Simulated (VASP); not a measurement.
# Pt (Fm-3m) in VASP: notebook, part 2 of 2

VASP 6.6.1.

### 4 Single point, PBEsol

INCAR

```
SYSTEM = Pt
ALGO = Normal ; EDIFF = 1E-6
ENCUT = 520 ; GGA = PS
ISIF = 2 ; ISMEAR = -1
ISYM = 0 ; LASPH = .True.
LCHARG = .True. ; LELF = .True.
LREAL = .False. ; LVHAR = .True.
LWAVE = .False. ; NBANDS = 11
NELM = 80 ; PREC = Accurate
SIGMA = 0.05
```

KPOINTS

```
Automatic mesh
0
Gamma
  6 6 6
  0.5 0.5 0.5
```

POSCAR

```
Pt
1.0
    0.0000000000      1.9609000000      1.9609000000
    1.9609000000      0.0000000000      1.9609000000
    1.9609000000      1.9609000000      0.0000000000
Pt
1
Direct
    0.0000000000      0.0000000000      0.0000000000
```

Potentials or basis: VASP PAW PBE potentials, release 64 (Pt).

Command:

```sh
$ cat potpaw_PBE.64/Pt/POTCAR > POTCAR
$ mpirun -np 1 vasp_std > vasp.out
```

OUTCAR:

```text
SYSTEM = Pt
   EDIFF = 1E-6
   ENCUT = 520
   GGA = PS
   ISIF = 2
   ISMEAR = -1
   ISYM = 0
   LASPH = .True.
   LREAL = .False.
   NELM = 80
   PREC = Accurate

 ion  position               nearest neighbor table
   1  0.000  0.000  0.000-

IMPORTANT INFORMATION: All symmetrisations will be switched off!
NOSYMM: (Re-)initialisation of all symmetry stuff for point group C_1.

----------------------------------------------------------------------------------------

                                     Primitive cell

  volume of cell :      15.0798

  direct lattice vectors                    reciprocal lattice vectors
     0.000000000  1.960900000  1.960900000    -0.254984956  0.254984956  0.254984956
     1.960900000  0.000000000  1.960900000     0.254984956 -0.254984956  0.254984956
     1.960900000  1.960900000  0.000000000     0.254984956  0.254984956 -0.254984956

  length of vectors
     2.773131374  2.773131374  2.773131374     0.441646899  0.441646899  0.441646899

  position of ions in fractional coordinates (direct lattice)
     0.000000000  0.000000000  0.000000000

  ion indices of the primitive-cell ions
   primitive index   ion index
[... 123 lines left out ...]
 val. band max:       11.0858037543   @ k =   0.1667   0.4167   0.0000
 cond. band min:      11.1354595426   @ k =   0.0000  -0.3333  -0.4167
 fundamental gap:      0.0496557884
 Fermi energy:        11.1157452705

 k-point     1 :       0.0833    0.0833    0.0833
  band No.  band energies     occupation
      1       1.0782      2.00000
      2       7.1770      2.00000
      3       7.4070      2.00000
      4       7.4070      2.00000
      5       9.4197      2.00000
      6       9.4197      2.00000
      7      26.1486      0.00000
      8      29.3424      0.00000
      9      31.1057      0.00000
     10      31.1057      0.00000
     11      37.3490      0.00000
[... 309 lines left out ...]
 k-point    24 :       0.3333    0.0000   -0.0833
  band No.  band energies     occupation
      1       3.8844      2.00000
      2       7.3002      2.00000
      3       7.5807      2.00000
      4       7.8531      2.00000
      5      10.1143      2.00000
      6      11.3418      0.02152
      7      20.4339      0.00000
      8      26.4373      0.00000
      9      29.7641      0.00000
     10      32.5918      0.00000
     11      35.6402      0.00000

 [... further k-points ...]
[... 5 lines left out ...]
  --------------------------------------------------------------------------------------
  -------------------------------------------------------------------------------------
  Total       -0.1284485     -0.1284506     -0.1284524     -0.0000021     -0.0000022      0.0000011
  in kB      -13.6471940    -13.6474156    -13.6476059     -0.0002202     -0.0002335      0.0001146
  external PRESSURE =     -13.6474052 kB  Pullay stress =       0.0000000 kB

 VOLUME and BASIS-vectors are now :
 -----------------------------------------------------------------------------
  energy-cutoff  :      520.00
  volume of cell :       15.08
      direct lattice vectors                 reciprocal lattice vectors
     0.000000000  1.960900000  1.960900000    -0.254984956  0.254984956  0.254984956
     1.960900000  0.000000000  1.960900000     0.254984956 -0.254984956  0.254984956
     1.960900000  1.960900000  0.000000000     0.254984956  0.254984956 -0.254984956

 POSITION                                       TOTAL-FORCE (eV/Angst)
 -----------------------------------------------------------------------------------
      0.00000      0.00000      0.00000         0.000001     -0.000001     -0.000001
 -----------------------------------------------------------------------------------
    total drift:                                0.000001     -0.000001     -0.000001

  FREE ENERGIE OF THE ION-ELECTRON SYSTEM (eV)
  ---------------------------------------------------
  free  energy   TOTEN  =        -6.9860196458 eV

  energy  without entropy=       -6.9759359458  energy(sigma->0) =       -6.98097780
```

Run time: 2.7 min. Hardware: 1 thread of AMD EPYC 7R13, shared host; peak memory 0.17 GiB.

Results:

| Property | Result |
| --- | --- |
| Free energy | -6.9860 eV |
| Pressure | -1.4 GPa |
| Band gap on the k mesh | zero (band 5 reaches 11.47 eV, above the bottom of band 6 at 9.42 eV) |

Levels at points of the mesh, in eV from the Fermi level:
```csv
k point,band 2,band 3,band 4,band 5,band 6,band 7,band 8,band 9
"(0.08, 0.08, 0.08)",-3.94,-3.71,-3.71,-1.70,-1.70,15.03,18.23,19.99
```

Caveat: the k points lie up to 0.46 Å⁻¹ apart; the PAW data sets were made with another functional, which shifts forces and pressure a little; spin-orbit coupling is left out, which moves the levels of the heavy elements.

### 5 Single point, revPBE

INCAR

```
PREC     = Accurate       # precision mode
ENCUT    = 520            # plane-wave cutoff, eV
EDIFF    = 1E-6           # SCF threshold, eV
ISMEAR   = -1             # smearing method
SIGMA    = 0.05           # smearing width, eV
LREAL    = F              # projectors in reciprocal space
LASPH    = T              # aspherical terms in the spheres
NELM     = 60             # most SCF steps
ALGO     = Normal         # electronic algorithm
ISIF     = 2              # what is computed and relaxed
LWAVE    = F              # write WAVECAR
LCHARG   = F              # write CHGCAR
GGA      = RE             # functional
ISYM     = 0            
NBANDS   = 11             # bands
```

KPOINTS is that of step 4.

POSCAR is that of step 4.

Command:

```sh
$ cat potpaw_PBE.64/Pt/POTCAR > POTCAR
$ mpirun -np 1 vasp_std > vasp.out
```

It took 2.7 min on 1 thread of AMD EPYC 7R13, shared host; peak memory 0.17 GiB.

The run converged. Its results:

| Quantity | Value |
| --- | --- |
| Free energy | -5.5738 eV |
| Pressure | 12.4 GPa |
| Band gap on the k mesh | zero (band 5 reaches 11.69 eV, above the bottom of band 6 at 9.64 eV) |

Levels at points of the mesh, in eV from the Fermi level:
```
           k point  band 1  band 2  band 3  band 4  band 5  band 6  band 7  band 8  band 9  band 10
(0.08, 0.08, 0.08)   -9.93   -3.91   -3.68   -3.68   -1.70   -1.70   15.04   18.27   20.02    20.02
```

Caveat: the k points lie up to 0.46 Å⁻¹ apart; the PAW data sets were made with another functional, which shifts forces and pressure a little; spin-orbit coupling is left out, which moves the levels of the heavy elements.

### 6 Single point, r2SCAN

POSCAR is that of step 5.

INCAR.step1

```
SYSTEM = Pt
PREC = Accurate
ENCUT = 520
ISMEAR = -1
SIGMA = 0.05
LREAL = .FALSE.
LASPH = .TRUE.
NELM = 100
NBANDS = 11
ISYM = 0
GGA = PE
ALGO = Normal
EDIFF = 1E-4
LWAVE = .TRUE.
LCHARG = .FALSE.
```

INCAR.step2

```
SYSTEM = Pt
PREC = Accurate
ENCUT = 520
EDIFF = 1E-7
ISMEAR = -1
SIGMA = 0.05
LREAL = .FALSE.
LASPH = .TRUE.
NELM = 100
ALGO = Normal
ISIF = 2
LWAVE = .FALSE.
LCHARG = .FALSE.
METAGGA = R2SCAN
LMIXTAU = .TRUE.
NBANDS = 11
ISYM = 0
ISTART = 1
```

KPOINTS is that of step 5.

Potentials or basis: VASP PAW PBE potentials, release 64 (Pt).

Command:

```sh
$ cat potpaw_PBE.64/Pt/POTCAR > POTCAR
$ cp INCAR.step1 INCAR
$ mpirun -np 1 vasp_std > vasp.out
$ cp INCAR.step2 INCAR
$ mpirun -np 1 vasp_std > vasp.out
```

OUTCAR:

```text
SYSTEM = Pt
   PREC = Accurate
   ENCUT = 520
   EDIFF = 1E-7
   ISMEAR = -1
   LREAL = .FALSE.
   LASPH = .TRUE.
   NELM = 100
   ISIF = 2
   METAGGA = R2SCAN
   ISYM = 0
   ISTART = 1

 ion  position               nearest neighbor table
   1  0.000  0.000  0.000-

IMPORTANT INFORMATION: All symmetrisations will be switched off!
NOSYMM: (Re-)initialisation of all symmetry stuff for point group C_1.

----------------------------------------------------------------------------------------

                                     Primitive cell

  volume of cell :      15.0798

  direct lattice vectors                    reciprocal lattice vectors
     0.000000000  1.960900000  1.960900000    -0.254984956  0.254984956  0.254984956
     1.960900000  0.000000000  1.960900000     0.254984956 -0.254984956  0.254984956
     1.960900000  1.960900000  0.000000000     0.254984956  0.254984956 -0.254984956

  length of vectors
     2.773131374  2.773131374  2.773131374     0.441646899  0.441646899  0.441646899

  position of ions in fractional coordinates (direct lattice)
     0.000000000  0.000000000  0.000000000

  ion indices of the primitive-cell ions
   primitive index   ion index
                 1           1

----------------------------------------------------------------------------------------

 KPOINTS: Automatic mesh

Automatic generation of k-mesh.
 Grid dimensions read from file:
 generate k-points for:    6    6    6

 Generating k-lattice:

  Cartesian coordinates                     Fractional coordinates (reciprocal lattice)
    -0.042497493  0.042497493  0.042497493     0.166666667  0.000000000  0.000000000
     0.042497493 -0.042497493  0.042497493     0.000000000  0.166666667  0.000000000
     0.042497493  0.042497493 -0.042497493     0.000000000  0.000000000  0.166666667

  Length of vectors
     0.073607816  0.073607816  0.073607816

  Shift w.r.t. Gamma in fractional coordinates (k-lattice)
[... 71 lines left out ...]
     AMIX     =   0.40;   BMIX     =  1.00
     AMIX_MAG =   1.60;   BMIX_MAG =  1.00
  volume/ion in A,a.u.               =      15.08       101.76
  Fermi-wavevector in a.u.,A,eV,Ry     =   1.427609  2.697791 27.729605  2.038068
  Thomas-Fermi vector in A             =   2.547760
   LORBIT       =      0    0 simple, 1 ext, 2 COOP (PROOUT), +10 PAW based schemes
   METAGGA = R2SCAN    functional components
   LHFCALC =     F    Hartree Fock is set to
   AEXX    =    0.0000 exact exchange contribution
   IVDW    =     0    specifies the selected vdW correction
   LEPSILON=     F    determine dielectric tensor
   LRPA    =     F    only Hartree local field effects (RPA)
 non-spin polarized calculation
  energy-cutoff  :      520.00
  volume of cell :       15.08
 maximum number of plane-waves:       411
 NGX is ok and might be reduce to    24
   NGX = 11   NGY = 11   NGZ = 11

 number of electron      10.0000000 magnetization

 Free energy of the ion-electron system (eV)
  ---------------------------------------------------
  ext. energy  EPLUGINS =         0.00000000
  ---------------------------------------------------
  free energy    TOTEN  =       -51.52119965 eV

  energy without entropy =      -51.51097982  energy(sigma->0) =      -51.51608973

 E-fermi :  11.0166     XC(G=0): -14.6329

 val. band max:       10.9752551752   @ k =   0.2500  -0.1667  -0.1667
 cond. band min:      11.0227243132   @ k =   0.4167   0.4167   0.0833
 fundamental gap:      0.0474691381
 Fermi energy:        11.0165832379

 k-point     1 :       0.0833    0.0833    0.0833
  band No.  band energies     occupation
      1       0.8102      2.00000
      2       6.9810      2.00000
      3       7.2177      2.00000
      4       7.2177      2.00000
      5       9.2146      2.00000
      6       9.2146      2.00000
      7      26.9373      0.00000
      8      30.3295      0.00000
      9      32.1081      0.00000
     10      32.1081      0.00000
     11      38.8702      0.00000
[... 309 lines left out ...]
 k-point    24 :       0.3333    0.0000   -0.0833
  band No.  band energies     occupation
      1       3.6367      2.00000
      2       7.0798      2.00000
      3       7.3604      2.00000
      4       7.7886      2.00000
      5       9.9851      2.00000
      6      11.2764      0.01101
      7      20.9314      0.00000
      8      27.3075      0.00000
      9      30.6582      0.00000
     10      33.6083      0.00000
     11      36.8139      0.00000

 [... further k-points ...]
[... 5 lines left out ...]
  --------------------------------------------------------------------------------------
  -------------------------------------------------------------------------------------
  Total        0.4262441      0.4262442      0.4262442      0.0000098      0.0000098      0.0000098
  in kB       45.2869066     45.2869102     45.2869096      0.0010442      0.0010447      0.0010422
  external PRESSURE =      45.2869088 kB  Pullay stress =       0.0000000 kB

 VOLUME and BASIS-vectors are now :
 -----------------------------------------------------------------------------
  energy-cutoff  :      520.00
  volume of cell :       15.08
      direct lattice vectors                 reciprocal lattice vectors
     0.000000000  1.960900000  1.960900000    -0.254984956  0.254984956  0.254984956
     1.960900000  0.000000000  1.960900000     0.254984956 -0.254984956  0.254984956
     1.960900000  1.960900000  0.000000000     0.254984956  0.254984956 -0.254984956

 POSITION                                       TOTAL-FORCE (eV/Angst)
 -----------------------------------------------------------------------------------
      0.00000      0.00000      0.00000         0.000000      0.000000      0.000000
 -----------------------------------------------------------------------------------
    total drift:                                0.000000      0.000000      0.000000

  FREE ENERGIE OF THE ION-ELECTRON SYSTEM (eV)
  ---------------------------------------------------
  free  energy   TOTEN  =       -51.5211996461 eV

  energy  without entropy=      -51.5109798168  energy(sigma->0) =      -51.51608973
```

OUTCAR.step1:

```text
SYSTEM = Pt
   PREC = Accurate
   ENCUT = 520
   ISMEAR = -1
   LREAL = .FALSE.
   LASPH = .TRUE.
[... 516 lines left out ...]
 -----------------------------------------------------------------------------------
      0.00000      0.00000      0.00000         0.000001      0.000004      0.000000
 -----------------------------------------------------------------------------------
    total drift:                                0.000001      0.000004      0.000000

  FREE ENERGIE OF THE ION-ELECTRON SYSTEM (eV)
  ---------------------------------------------------
  free  energy   TOTEN  =        -6.1057188459 eV

  energy  without entropy=       -6.0955181419  energy(sigma->0) =       -6.10061849
```

OSZICAR.step1:

```text
N       E                     dE             d eps       ncg     rms          rms(c)
DAV:   1     0.402445293982E+02    0.40245E+02   -0.53484E+03  9664   0.843E+02
DAV:   2    -0.585869598814E+01   -0.46103E+02   -0.44202E+02 10907   0.178E+02
DAV:   3    -0.647190935254E+01   -0.61321E+00   -0.60695E+00 11082   0.193E+01
DAV:   4    -0.647435839472E+01   -0.24490E-02   -0.24489E-02 10938   0.145E+00
DAV:   5    -0.647437784501E+01   -0.19450E-04   -0.19452E-04 11179   0.119E-01    0.129E+01
DAV:   6    -0.614795591971E+01    0.32642E+00   -0.73408E-01 10230   0.683E+00    0.684E+00
DAV:   7    -0.610915983110E+01    0.38796E-01   -0.14464E-01 10995   0.296E+00    0.248E+00
DAV:   8    -0.610589366095E+01    0.32662E-02   -0.59142E-03 10281   0.666E-01    0.541E-01
DAV:   9    -0.610571596434E+01    0.17770E-03   -0.11796E-04  9809   0.973E-02    0.483E-02
DAV:  10    -0.610571884591E+01   -0.28816E-05   -0.39924E-06  5364   0.160E-02
   1 F= -.61057188E+01 E0= -.61006185E+01  d E =-.102007E-01
```

Wall time 14 min (1 thread of AMD EPYC 7R13, shared host); peak memory 0.17 GiB.

What came out:

- Free energy: -51.5212 eV
- Pressure: 4.5 GPa
- Band gap on the k mesh: zero (band 5 reaches 11.41 eV, above the bottom of band 6 at 9.21 eV)

Caveat: the k points lie up to 0.46 Å⁻¹ apart; the PAW data sets were made with another functional, which shifts forces and pressure a little; spin-orbit coupling is left out, which moves the levels of the heavy elements.

### 7 Overview

| level | gap on the mesh (eV) | pressure (GPa) |
| --- | --- | --- |
| RPBE | none | 13.6 |
| BLYP | none | 26.8 |
| PBEsol | none | -1.4 |
| revPBE | none | 12.4 |
| r2SCAN | none | 4.5 |

Alike in all rows: task single point; potentials or basis VASP PAW PBE potentials, release 64 (Pt); no spin polarisation; cell as given; k mesh 6 × 6 × 6, shifted; cutoff (eV) 520; smearing fermi-dirac 0.05 eV.

Caveats: all runs use coarse meshes; the PAW data sets were made with another functional, which shifts forces and pressure a little; spin-orbit coupling is left out, which moves the levels of the heavy elements.

Total energies depend on the potentials used, so only differences within one code and one set of settings carry meaning.
